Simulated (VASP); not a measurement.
Ti, 1 atom in the cell. The structure is cubic, space group Fm-3m (No. 225). Conventional cell: a = 4.130 Å, b = 4.130 Å, c = 4.130 Å, α = 90.00°, β = 90.00°, γ = 90.00°. Ti (site symmetry m-3m) has 12 Ti at 2.92 Å within 3.8 Å. This isn't the form of Ti at room conditions, which is hcp.

```yaml
Program: VASP 6.6.1
Task: relaxation of cell and atoms
Functional: LDA
Potentials_or_basis: VASP PAW LDA potentials, release 64 (Ti_sv)
Cutoff: 500 eV
k_mesh: 18 × 18 × 18
Occupations: methfessel-paxton, width 0.05 eV
Spin: no spin polarisation
Target_pressure: 20 GPa
Dipole_correction: no
Further_INCAR_settings: ALGO = Normal; EDIFF = 1e-07; IBRION = 2; EDIFFG = -0.03; NSW = 80; ISIF = 3
```

Potentials or basis: VASP PAW LDA potentials, release 64 (Ti_sv).

Command:

```sh
$ cat potpaw_LDA.64/Ti_sv/POTCAR > POTCAR
$ mpirun -np 1 vasp_std > vasp.out
```

Hardware: 1 thread of AMD EPYC 7571, with other jobs on the host.

Estimate the wall time of this run.

Run time: 7.3 min on 1 thread of AMD EPYC 7571, with other jobs on the host, peak memory 0.14 GiB. Counts: scf iterations 75, k points 195, ion steps 7.
